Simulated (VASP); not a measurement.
A run of VASP 6.6.1:

INCAR

```
SYSTEM = AlN
  PREC = Accurate
  ENCUT = 600
  EDIFF = 1E-6
  ISMEAR = 0
  SIGMA = 0.01
  LREAL = .FALSE.
  LASPH = .TRUE.
  NELM = 120
  ALGO = Normal
  ISIF = 2
  LWAVE = .FALSE.
  LCHARG = .FALSE.
  GGA = CA
  NBANDS = 16
  GGA_COMPAT = .FALSE.
```

The input KPOINTS:

```
regular mesh
0
G
  7 7 4
  0 0 0
```

Contents of POSCAR:

```
AlN
1.0
    3.1130000000      0.0000000000      0.0000000000
   -1.5565000000      2.6959370820      0.0000000000
    0.0000000000      0.0000000000      4.9810000000
Al N
2 2
Direct
    0.3333333333      0.6666666667      0.0000000000
    0.6666666667      0.3333333333      0.5000000000
    0.3333333333      0.6666666667      0.3800000000
    0.6666666667      0.3333333333      0.8800000000
```

Potentials or basis: VASP PAW LDA potentials, release 64 (Al, N).

Run with:

```console
$ cat potpaw_LDA.64/Al/POTCAR potpaw_LDA.64/N/POTCAR > POTCAR
$ mpirun -np 1 vasp_std > vasp.out
```

Hardware: 1 thread of AMD EPYC 7R13 Processor (Zen 3), on a shared host.

Task: How long does it take, and how much memory?

Result: Run time: 12 s on 1 thread of AMD EPYC 7R13 Processor (Zen 3), with other jobs on the host, peak memory 0.12 GiB. Counts: scf iterations 12, k points 24.
